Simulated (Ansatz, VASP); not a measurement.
# W in VASP and in Ansatz

INCAR

```
PREC = Accurate ; ENCUT = 600
EDIFF = 1E-7 ; ISMEAR = -1
SIGMA = 0.1 ; LREAL = F
LASPH = T ; NELM = 60
ALGO = Normal ; ISIF = 3
LWAVE = F ; LCHARG = F
IBRION = 2 ; NSW = 80
EDIFFG = -0.01
```

The input KPOINTS:

```
regular mesh
0
Gamma
  12 12 12
```

Contents of POSCAR:

```
W
1.0
    2.5770789429      0.0000000000      0.0000000000
    0.0000000000      2.5770789429      0.0000000000
    0.0000000000      0.0000000000      2.5770789429
W
1
Direct
    0.0000000000      0.0000000000      0.0000000000
```

Input for Ansatz:

```yaml
crystal:
  lattice:
    - [2.5770789429, 0.0, 0.0]
    - [0.0, 2.5770789429, 0.0]
    - [0.0, 0.0, 2.5770789429]
  atoms:
    - { symbol: W, position: [0.0, 0.0, 0.0] }
hamiltonian:
  xc: lda
  pseudopotentials:
    kind: paw
    azcp:
      W: "pseudopotentials/W.paw.azcp"
basis:
  ecutwfc: 420
  fft_grid_basis: typed
kpoints:
  mp_grid: { grid: [12, 12, 12], shift: [0, 0, 0] }
magnetization:
  spin_polarized: false
scf:
  occupations: { method: fermi_dirac, width: 0.1 }
relax:
  max_steps: 60
  f_tol: 0.01
  cell: {}
```

Alike in both runs: task relaxation of cell and atoms; functional LDA; k mesh 12 × 12 × 12; occupations fermi-dirac, width 0.1 eV; no spin polarisation.

```csv
,VASP,Ansatz
version,VASP 6.6.1,Ansatz 0.2.0
potentials or method,"VASP PAW LDA potentials, release 64 (W_sv), cutoff 600 eV","plane waves (420 eV) with PAW, scalar-relativistic"
valence electrons in the cell,14,14
```

|  | VASP | Ansatz | Ansatz less VASP |
| --- | --- | --- | --- |
| relaxed volume (Å³/atom) | 17.55 | 17.43 | -0.119 |
| relaxed cell length with the largest relative difference (Å) | 2.599 | 2.593 | -0.0059 |

Ansatz warns that its potentials were made for another functional, while VASP's fit it. LDA's correlation is that of Perdew and Zunger in VASP and of Perdew and Wang (1992) in Ansatz.

Spin-orbit coupling is off throughout.
